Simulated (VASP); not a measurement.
# SnO2 (P4_2/mnm) in VASP: vibrations by perturbation theory with LDA

Aim: the vibrations by perturbation theory of SnO2 with LDA.

Everything below comes from runs of VASP 6.6.1. Logs are shortened: lines on timing, memory, paths and dates and some standing lists are left out, and cuts for length are marked.

**1. The cell of the first run**

The structure is tetragonal, space group P4_2/mnm (No. 136). The conventional cell has a = 4.722 Å, b = 4.722 Å, c = 3.190 Å, α = 90.00°, β = 90.00°, γ = 90.00°. Within 2.7 Å of Sn (site symmetry mmm) lie 6 O at 2.04 to 2.05 Å. O (site symmetry m2m) has 3 Sn at 2.04 to 2.05 Å and 1 O at 2.59 Å within 2.7 Å.

**2. Vibrations by perturbation theory, LDA**

Input file INCAR:

```
SYSTEM = SnO2
PREC     = Accurate       ! precision mode
ENCUT    = 520            ! plane-wave cutoff, eV
EDIFF    = 1E-8           ! SCF threshold, eV
ISMEAR   = 0              ! smearing method
SIGMA    = 0.01           ! smearing width, eV
LREAL    = .FALSE.        ! projectors in reciprocal space
LASPH    = .TRUE.         ! aspherical terms in the spheres
NELM     = 80             ! most SCF steps
ALGO     = Normal         ! electronic algorithm
ISIF     = 2              ! what is computed and relaxed
LWAVE    = .FALSE.        ! write WAVECAR
LCHARG   = .FALSE.        ! write CHGCAR
GGA      = CA             ! functional
NBANDS   = 35             ! bands
IBRION   = 8              ! ionic algorithm
NSW      = 1              ! ionic steps
LEPSILON = .TRUE.         ! dielectric tensor by DFPT
```

Input file KPOINTS:

```
regular mesh
0
G
  6 6 8
  0 0 0
```

Input file POSCAR:

```
SnO2
1.0
    4.7222781746      0.0000000000      0.0000000000
    0.0000000000      4.7222781746      0.0000000000
    0.0000000000      0.0000000000      3.1904916916
Sn O
2 4
Direct
    0.0000000000      0.0000000000      0.0000000000
    0.5000000000      0.5000000000      0.5000000000
    0.3060686164      0.3060686164      0.0000000000
    0.1939313836      0.8060686164      0.5000000000
    0.6939313836      0.6939313836      0.0000000000
    0.8060686164      0.1939313836      0.5000000000
```

Potentials or basis: VASP PAW LDA potentials, release 64 (Sn_d, O).

Run with:

```bash
cat potpaw_LDA.64/Sn_d/POTCAR potpaw_LDA.64/O/POTCAR > POTCAR
mpirun -np 1 vasp_std > vasp.out
```

OUTCAR:

```text
SYSTEM = SnO2
   PREC = Accurate
   ENCUT = 520
   EDIFF = 1E-8
   ISMEAR = 0
   LREAL = .FALSE.
   LASPH = .TRUE.
   NELM = 80
   ISIF = 2
   GGA = CA
   IBRION = 8
   NSW = 1
   LEPSILON = .TRUE.

 ion  position               nearest neighbor table
   1  0.000  0.000  0.000-   3 2.04   5 2.04   4 2.05   6 2.05   4 2.05   6 2.05   2 3.70   2 3.70
                             2 3.70   2 3.70   2 3.70   2 3.70   2 3.70   2 3.70
   2  0.500  0.500  0.500-   4 2.04   6 2.04   5 2.05   3 2.05   3 2.05   5 2.05   1 3.70   1 3.70
                             1 3.70   1 3.70   1 3.70   1 3.70   1 3.70   1 3.70
   3  0.306  0.306  0.000-   1 2.04   2 2.05   2 2.05
   4  0.194  0.806  0.500-   2 2.04   1 2.05   1 2.05
   5  0.694  0.694  0.000-   1 2.04   2 2.05   2 2.05
   6  0.806  0.194  0.500-   2 2.04   1 2.05   1 2.05

  LATTYP: Found a simple tetragonal cell.
 ALAT       =     4.7222781746
 C/A-ratio  =     0.6756255294

  Lattice vectors:

 A1 = (   4.7222781746,   0.0000000000,   0.0000000000)
 A2 = (   0.0000000000,   4.7222781746,   0.0000000000)
 A3 = (   0.0000000000,   0.0000000000,   3.1904916916)

Analysis of symmetry for initial positions (statically):
=====================================================================
 Subroutine PRICEL returns:
 Original cell was already a primitive cell.

 Routine SETGRP: Setting up the symmetry group for a
 simple tetragonal supercell.

 Subroutine GETGRP returns: Found 16 space group operations
 (whereof  8 operations were pure point group operations)
 out of a pool of 16 trial point group operations.

The static configuration has the point symmetry D_2h.
 The point group associated with its full space group is D_4h.

Analysis of symmetry for dynamics (positions and initial velocities):
=====================================================================
 Subroutine PRICEL returns:
 Original cell was already a primitive cell.

 Routine SETGRP: Setting up the symmetry group for a
 simple tetragonal supercell.

 Subroutine GETGRP returns: Found 16 space group operations
 (whereof  8 operations were pure point group operations)
 out of a pool of 16 trial point group operations.

The dynamic configuration has the point symmetry D_2h.
 The point group associated with its full space group is D_4h.

 Subroutine INISYM returns: Found 16 space group operations
 (whereof  8 operations are pure point group operations),
 and found     1 'primitive' translations

----------------------------------------------------------------------------------------

                                     Primitive cell

  volume of cell :      71.1477

  direct lattice vectors                    reciprocal lattice vectors
     4.722278175  0.000000000  0.000000000     0.211762197  0.000000000  0.000000000
     0.000000000  4.722278175  0.000000000     0.000000000  0.211762197  0.000000000
     0.000000000  0.000000000  3.190491692     0.000000000  0.000000000  0.313431313
[... 1139 lines left out ...]
  free energy    TOTEN  =        -0.35475632 eV

  energy without entropy =       -0.35475632

------------------------ aborting loop because EDIFF is reached ----------------------------------------

 INTERNAL STRAIN TENSOR  FOR ION    3  DIRECTION 3   (eV/Angst):
 -----------------------------------------------------------------------------
     0.00023 -0.01372  6.13977
    -0.01372  0.00023  6.13977
     5.59072  5.59072 -0.02241

 MACROSCOPIC STATIC DIELECTRIC TENSOR (including local field effects in DFT)
 ------------------------------------------------------
           4.335382     0.000000     0.000000
           0.000000     4.335382     0.000000
           0.000000     0.000000     4.628794
 ------------------------------------------------------

 PIEZOELECTRIC TENSOR (including local field effects)  for field in x, y, z        (e  Angst)
          XX          YY          ZZ          XY          YZ          ZX
  --------------------------------------------------------------------------------
  x     0.00000     0.00000     0.00000     0.00000     0.00000     0.00000
  y     0.00000     0.00000     0.00000     0.00000     0.00000     0.00000
  z     0.00000     0.00000     0.00000     0.00000     0.00000     0.00000

 PIEZOELECTRIC TENSOR (including local field effects)  for field in x, y, z        (C/m^2)
          XX          YY          ZZ          XY          YZ          ZX
  --------------------------------------------------------------------------------
  x     0.00000     0.00000     0.00000     0.00000     0.00000     0.00000
  y     0.00000     0.00000     0.00000     0.00000     0.00000     0.00000
  z     0.00000     0.00000     0.00000     0.00000     0.00000     0.00000

 BORN EFFECTIVE CHARGES (including local field effects) (in |e|, cummulative output)
 ---------------------------------------------------------------------------------
 ion    1
    1     4.06990     0.42652     0.00000
    2     0.42652     4.06990     0.00000
    3     0.00000     0.00000     4.45875
 ion    2
    1     4.06990    -0.42652     0.00000
    2    -0.42652     4.06990     0.00000
    3     0.00000     0.00000     4.45875
 ion    3
    1    -2.03495    -0.68789     0.00000
    2    -0.68789    -2.03495     0.00000
    3     0.00000     0.00000    -2.22938
 ion    4
    1    -2.03495     0.68789     0.00000
    2     0.68789    -2.03495     0.00000
    3     0.00000     0.00000    -2.22938
 ion    5
    1    -2.03495    -0.68789     0.00000
    2    -0.68789    -2.03495     0.00000
    3     0.00000     0.00000    -2.22938
 ion    6
    1    -2.03495     0.68789     0.00000
    2     0.68789    -2.03495     0.00000
    3     0.00000     0.00000    -2.22938

 INTERNAL STRAIN TENSOR FOR ION    6 for displacements in x,y,z  (eV/Angst):
          X           Y           Z          XY          YZ          ZX
  --------------------------------------------------------------------------------
  x     1.33551     0.45358     5.47282     2.43160     0.00000     0.00000
  y    -0.45358    -1.33551    -5.47282    -2.43963     0.00000     0.00000
  z     0.00000     0.00000     0.00000     0.00000    -5.59072     6.13977

 SECOND DERIVATIVES (NOT SYMMETRIZED)
 ------------------------------------
               1X          1Y          1Z          2X          2Y          2Z          3X          3Y          3Z          4X          4Y          4Z          5X          5Y          5Z          6X          6Y          6Z
  1X   -24.739022    0.111737    0.000000    9.326770   -0.007723    0.000000    3.006957    3.913082    0.000000    4.699168   -3.965089    0.000000    3.006957    3.913082    0.000000    4.699168   -3.965089    0.000000
  1Y     0.111737  -24.739022    0.000000   -0.007723    9.326770    0.000000    3.913082    3.006957    0.000000   -3.965089    4.699168    0.000000    3.913082    3.006957    0.000000   -3.965089    4.699168    0.000000
  1Z     0.000000    0.000000  -20.579758    0.000000    0.000000    0.235475    0.000000    0.000000    0.317250    0.000000    0.000000    9.854892    0.000000    0.000000    0.317250    0.000000    0.000000    9.854892
  2X     9.326770    0.007723    0.000000  -24.739022   -0.111737    0.000000    4.699168    3.965089    0.000000    3.006957   -3.913082    0.000000    4.699168    3.965089    0.000000    3.006957   -3.913082    0.000000
  2Y     0.007723    9.326770    0.000000   -0.111737  -24.739022    0.000000    3.965089    4.699168    0.000000   -3.913082    3.006957    0.000000    3.965089    4.699168    0.000000   -3.913082    3.006957    0.000000
  2Z     0.000000    0.000000    0.235475    0.000000    0.000000  -20.579758    0.000000    0.000000    9.854892    0.000000    0.000000    0.317250    0.000000    0.000000    9.854892    0.000000    0.000000    0.317250
  3X     3.009044    3.916994    0.000000    4.693256    3.974716    0.000000  -13.815630  -10.197137    0.000000   -0.352499    0.489244    0.000000    2.535491    2.313051    0.000000    3.930338   -0.496867    0.000000
  3Y     3.916994    3.009044    0.000000    3.974716    4.693256    0.000000  -10.197137  -13.815630    0.000000   -0.496867    3.930338    0.000000    2.313051    2.535491    0.000000    0.489244   -0.352499    0.000000
  3Z     0.000000    0.000000    0.297647    0.000000    0.000000    9.850967    0.000000    0.000000  -13.406477    0.000000    0.000000    1.781141    0.000000    0.000000   -0.304419    0.000000    0.000000    1.781141
  4X     4.693256   -3.974716    0.000000    3.009044   -3.916994    0.000000   -0.352499   -0.489244    0.000000  -13.815630   10.197137    0.000000    3.930338    0.496867    0.000000    2.535491   -2.313051    0.000000
  4Y    -3.974716    4.693256    0.000000   -3.916994    3.009044    0.000000    0.496867    3.930338    0.000000   10.197137  -13.815630    0.000000   -0.489244   -0.352499    0.000000   -2.313051    2.535491    0.000000
  4Z     0.000000    0.000000    9.850967    0.000000    0.000000    0.297647    0.000000    0.000000    1.781141    0.000000    0.000000  -13.406477    0.000000    0.000000    1.781141    0.000000    0.000000   -0.304419
  5X     3.009044    3.916994    0.000000    4.693256    3.974716    0.000000    2.535491    2.313051    0.000000    3.930338   -0.496867    0.000000  -13.815630  -10.197137    0.000000   -0.352499    0.489244    0.000000
  5Y     3.916994    3.009044    0.000000    3.974716    4.693256    0.000000    2.313051    2.535491    0.000000    0.489244   -0.352499    0.000000  -10.197137  -13.815630    0.000000   -0.496867    3.930338    0.000000
  5Z     0.000000    0.000000    0.297647    0.000000    0.000000    9.850967    0.000000    0.000000   -0.304419    0.000000    0.000000    1.781141    0.000000    0.000000  -13.406477    0.000000    0.000000    1.781141
  6X     4.693256   -3.974716    0.000000    3.009044   -3.916994    0.000000    3.930338    0.496867    0.000000    2.535491   -2.313051    0.000000   -0.352499   -0.489244    0.000000  -13.815630   10.197137    0.000000
  6Y    -3.974716    4.693256    0.000000   -3.916994    3.009044    0.000000   -0.489244   -0.352499    0.000000   -2.313051    2.535491    0.000000    0.496867    3.930338    0.000000   10.197137  -13.815630    0.000000
  6Z     0.000000    0.000000    9.850967    0.000000    0.000000    0.297647    0.000000    0.000000    1.781141    0.000000    0.000000   -0.304419    0.000000    0.000000    1.781141    0.000000    0.000000  -13.406477

 Eigenvectors and eigenvalues of the dynamical matrix
 ----------------------------------------------------

   1 f  =   22.832871 THz   143.463157 2PiTHz  761.622581 cm-1    94.429123 meV
             X         Y         Z           dx          dy          dz
      0.000000  0.000000  0.000000     0.000000    0.000000   -0.000000
      2.361139  2.361139  1.595246     0.000000    0.000000    0.000000
      1.445341  1.445341  0.000000    -0.353553   -0.353553    0.000000
      0.915798  3.806480  1.595246    -0.353553    0.353553    0.000000
      3.276937  3.276937  0.000000     0.353553    0.353553    0.000000
      3.806480  0.915798  1.595246     0.353553   -0.353553   -0.000000
[... 145 lines left out ...]
  18 f/i=    0.006649 THz     0.041774 2PiTHz    0.221773 cm-1     0.027496 meV
             X         Y         Z           dx          dy          dz
      0.000000  0.000000  0.000000     0.000000    0.000000   -0.627409
      2.361139  2.361139  1.595246     0.000000    0.000000   -0.627409
      1.445341  1.445341  0.000000     0.000000    0.000000   -0.230606
      0.915798  3.806480  1.595246     0.000000    0.000000   -0.230606
      3.276937  3.276937  0.000000     0.000000    0.000000   -0.230606
      3.806480  0.915798  1.595246     0.000000    0.000000   -0.230606

--------------------------------------------------------------------------------------------------------

 MACROSCOPIC STATIC DIELECTRIC TENSOR IONIC CONTRIBUTION
 ------------------------------------------------------
           8.388853    -0.000000    -0.000000
          -0.000000     8.388853     0.000000
          -0.000000     0.000000     4.974559
 ------------------------------------------------------

 ELASTIC MODULI CONTR FROM IONIC RELAXATION (kBar)
 Direction    XX          YY          ZZ          XY          YZ          ZX
 --------------------------------------------------------------------------------
 XX         -70.4803     58.2593    -37.3838      0.0000     -0.0000      0.0000
 YY          58.2593    -70.4803    -37.3838      0.0000      0.0000     -0.0000
 ZZ         -37.3838    -37.3838   -228.7131      0.0000     -0.0000      0.0000
 XY          -0.0000      0.0000      0.0000    -31.3128      0.0000      0.0000
 YZ          -0.0000      0.0000     -0.0000      0.0000   -214.8850      0.0000
 ZX           0.0000     -0.0000      0.0000      0.0000      0.0000   -259.1641
 --------------------------------------------------------------------------------

 PIEZOELECTRIC TENSOR IONIC CONTR  for field in x, y, z        (C/m^2)
          XX          YY          ZZ          XY          YZ          ZX
  --------------------------------------------------------------------------------
  x     0.00000    -0.00000     0.00000    -0.00000    -0.00000    -0.00000
  y     0.00000    -0.00000    -0.00000    -0.00000     0.00000     0.00000
  z    -0.00000     0.00000     0.00000    -0.00000    -0.00000    -0.00000
```

It took 38 min on 1 thread of Oxide Virtual Turin-like, shared host; peak memory 0.63 GiB.

What came out:

```yaml
Electronic_dielectric_tensor_diagonal: 4.34, 4.34, 4.63
Born_charges_mean_of_the_diagonal: Sn +4.20; O -2.10 e
Highest_phonon_frequency_at_Γ_LO-TO_splitting_left_out: 762 cm⁻¹
```

Phonon frequencies in cm⁻¹ (negative: imaginary):
| q point | frequencies |
| --- | --- |
| (0.000, 0.000, 0.000) | 0 0 0 96 147 223 223 283 283 348 468 472 472 565 606 606 633 762 |

Electronic dielectric tensor:
```
4.34 0.00 0.00
0.00 4.34 0.00
0.00 0.00 4.63
```

Born effective charge tensors (e):
atom 1, Sn
```
4.07 0.43 0.00
0.43 4.07 0.00
0.00 0.00 4.46
```
atom 2, Sn
```
 4.07 -0.43  0.00
-0.43  4.07  0.00
 0.00  0.00  4.46
```
atom 3, O
```
-2.03 -0.69  0.00
-0.69 -2.03  0.00
 0.00  0.00 -2.23
```
atom 4, O
```
-2.03  0.69  0.00
 0.69 -2.03  0.00
 0.00  0.00 -2.23
```
atom 5, O
```
-2.03 -0.69  0.00
-0.69 -2.03  0.00
 0.00  0.00 -2.23
```
atom 6, O
```
-2.03  0.69  0.00
 0.69 -2.03  0.00
 0.00  0.00 -2.23
```

Caveat: the cell stands under pressure or tension, which shifts response properties; spin-orbit coupling is left out, which moves the levels of the heavy elements.
